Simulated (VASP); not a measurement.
Input of a VASP 6.6.1 run:

The input INCAR:

```
ALGO     = Normal         # electronic algorithm
EDIFF    = 1E-6           # SCF threshold, eV
ENCUT    = 520            # plane-wave cutoff, eV
GGA      = PS             # functional
ISIF     = 2              # what is computed and relaxed
ISMEAR   = 0              # smearing method
LASPH    = T              # aspherical terms in the spheres
LCHARG   = F              # write CHGCAR
LREAL    = F              # projectors in reciprocal space
LWAVE    = F              # write WAVECAR
NBANDS   = 11             # bands
NELM     = 80             # most SCF steps
PREC     = Accurate       # precision mode
SIGMA    = 0.15           # smearing width, eV
```

File KPOINTS:

```
k-points
0
Gamma
  20 20 20
```

POSCAR

```
Pd
1.0
    0.0000000000      1.9935225000      1.8962775000
    1.9935225000      0.0000000000      1.8962775000
    1.9935225000      1.9935225000      0.0000000000
Pd
1
Direct
    0.0000000000      0.0000000000      0.0000000000
```

Potentials or basis: VASP PAW PBE potentials, release 64 (Pd).

Run with:

```sh
$ cat potpaw_PBE.64/Pd/POTCAR > POTCAR
$ mpirun -np 1 vasp_std > vasp.out
```

Q: What does it give for the pressure?

A: -6.6 GPa.

Q: Predict the band gap on the k mesh.

A: Zero (band 5 reaches 9.67 eV, above the bottom of band 6 at 8.02 eV).

Stress tensor (GPa, compression positive):
```
-7.32  0.00  0.00
 0.00 -7.32  0.00
 0.00  0.00 -5.27
```

Caveat: the cell differs from its parent crystal (strain +0.025 along x and y, -0.025 along z); the PAW data sets were made with another functional, which shifts forces and pressure a little.
